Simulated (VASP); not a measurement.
**Li2O3: single point with PBE**

Crystal: Li2O3.

```
CELL_PARAMETERS angstrom
4.56162 0.00000 0.00000
0.00000 4.56162 0.00000
0.00000 0.00000 4.56162
ATOMIC_POSITIONS crystal
Li 0.25000 0.25000 0.25000
Li 0.75000 0.75000 0.25000
Li 0.75000 0.25000 0.75000
Li 0.25000 0.75000 0.75000
O 0.50000 0.00000 0.00000
O 0.00000 0.50000 0.00000
O 0.00000 0.00000 0.50000
O 0.50000 0.50000 0.00000
O 0.50000 0.00000 0.50000
O 0.00000 0.50000 0.50000
```

```
Program             : VASP 6.6.1
Task                : single point
Functional          : PBE
Potentials or basis : VASP PAW PBE potentials, release 64 (Li_sv, O)
Cutoff              : 520 eV
k mesh              : 8 × 8 × 8
Occupations         : fermi-dirac, width 0.0612256 eV
Spin                : no spin polarisation
```

The band gap on the k mesh is zero (bands 24 and 25 overlap by 2.21 eV).

Levels at points of the mesh, in eV from the Fermi level:
```
           k point  band 20  band 21  band 22  band 23  band 24  band 25  band 26  band 27  band 28  band 29
(0.00, 0.00, 0.00)    -0.58    -0.58    -0.58     1.44     1.44     1.44     1.51     1.51     1.51     7.82
(0.50, 0.00, 0.00)    -1.05    -1.05    -1.05    -0.51    -0.51     1.46     1.46     1.47     1.47     8.88
(0.50, 0.50, 0.00)    -1.21    -1.18    -1.18    -1.04    -1.04    -0.20    -0.20     1.45     1.45     9.96
(0.50, 0.50, 0.50)    -1.14    -1.14    -1.07    -1.07    -1.07    -0.77    -0.77    -0.51    -0.51    10.48
```

It took 46 s on 1 thread of Intel(R) Xeon(R) 6975P-C (Granite Rapids) (shared host), peak memory 0.23 GiB.
